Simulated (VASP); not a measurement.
Here is a VASP 6.6.1 calculation.

The input POSCAR:

```
Ag
1.0
    2.9036957656      0.0000000000      0.0000000000
   -1.4518478828      2.5146742979      0.0000000000
    0.0000000000      0.0000000000      4.5104540124
Ag
2
Direct
    0.3333333333      0.6666666667      0.2500000000
    0.6666666667      0.3333333333      0.7500000000
```

File INCAR.step1:

```
SYSTEM = Ag
  ALGO = Normal
  EDIFF = 1E-4
  ENCUT = 520
  GGA = PE
  ISMEAR = 0
  LASPH = .TRUE.
  LCHARG = .FALSE.
  LREAL = .FALSE.
  LWAVE = .TRUE.
  NBANDS = 18
  NELM = 100
  PREC = Accurate
  SIGMA = 0.15
```

The input INCAR.step2:

```
SYSTEM = Ag
  ALGO = Normal
  EDIFF = 1E-6
  ENCUT = 520
  ISIF = 2
  ISMEAR = 0
  ISTART = 1
  LASPH = .TRUE.
  LCHARG = .TRUE.
  LELF = .TRUE.
  LMIXTAU = .TRUE.
  LREAL = .FALSE.
  LVHAR = .TRUE.
  LWAVE = .FALSE.
  METAGGA = R2SCAN
  NBANDS = 18
  NELM = 100
  PREC = Accurate
  SIGMA = 0.15
```

KPOINTS

```
k-points
0
G
  24 24 14
  0 0 0
```

Potentials or basis: VASP PAW PBE potentials, release 64 (Ag).

Command:

```sh
$ cat potpaw_PBE.64/Ag/POTCAR > POTCAR
$ cp INCAR.step1 INCAR
$ mpirun -np 1 vasp_std > vasp.out
$ cp INCAR.step2 INCAR
$ mpirun -np 1 vasp_std > vasp.out
```

(1) Predict the pressure.

(2) What does it give for the band gap on the k mesh?

## Answers

(1) 6.6 GPa.

(2) zero (bands 11 and 12 overlap by 7.88 eV).

Caveat: the cell differs from its parent crystal (strain +0.000 along x and y, -0.050 along z); the stress differs along the axes, from 4 to 11 GPa; the PAW data sets were made with another functional, which shifts forces and pressure a little.
